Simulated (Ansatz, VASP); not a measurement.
One calculation of Os, two programs

File INCAR:

```
  ALGO = Normal
  EDIFF = 1E-7
  ENCUT = 520
  GGA = PE
  ISIF = 2
  ISMEAR = -1
  LASPH = True
  LCHARG = False
  LREAL = False
  LWAVE = False
  NBANDS = 10
  NELM = 100
  PREC = Accurate
  SIGMA = 0.05
```

KPOINTS

```
k-points
0
Gamma
  14 14 14
```

File POSCAR:

```
Os
1.0
    0.0000000000      1.9450000000      1.9255500000
    1.9450000000      0.0000000000      1.9255500000
    1.9450000000      1.9450000000      0.0000000000
Os
1
Direct
    0.0000000000      0.0000000000      0.0000000000
```

Input for Ansatz:

```yaml
crystal:
  lattice:
    - [0.0, 1.945, 1.92555]
    - [1.945, 0.0, 1.92555]
    - [1.945, 1.945, 0.0]
  atoms:
    - { symbol: Os, position: [0.0, 0.0, 0.0] }
kpoints:
  mp_grid: { grid: [14, 14, 14] }
  band_path:
    path:
      - [0.0, 0.0, 0.0]
      - [0.0, 0.5, 0.5]
      - [0.25, 0.75, 0.5]
      - [0.0, 0.5, 0.0]
      - [0.0, 0.0, 0.0]
      - [0.5, 0.5, 0.0]
      - [0.3775380063, 0.6224619937, 0.0]
      - [-0.3775380063, 0.3775380063, 0.0]
      - [0.0, 0.0, 0.0]
    npoints: 5
scf:
  occupations: { method: fermi_dirac, width: 0.05 }
hamiltonian:
  xc: pbe
  pseudopotentials: { kind: all_electron, lapw: { basis_error: 0.0005 } }
output:
  forces: true
  stress: true
  eigenvalues: true
```

Change from the starting cell: zz strain of -1 %.

Alike in both runs: task single point; functional PBE; k mesh 14 × 14 × 14; occupations fermi-dirac, width 0.05 eV; no spin polarisation.

|  | VASP | Ansatz |
| --- | --- | --- |
| version | VASP 6.6.1 | Ansatz 0.2.0 |
| potentials or method | VASP PAW PBE potentials, release 64 (Os), cutoff 520 eV | all-electron LAPW, scalar-relativistic |

```csv
,VASP,Ansatz,Ansatz less VASP
pressure (GPa),-6.1,-5.8,+0.24
"traceless stress, the component that is largest in VASP (GPa)",1.80,1.81,+0.013
```

Ansatz ran all-electron here, and VASP with PAW potentials.

Spin-orbit coupling is off throughout.
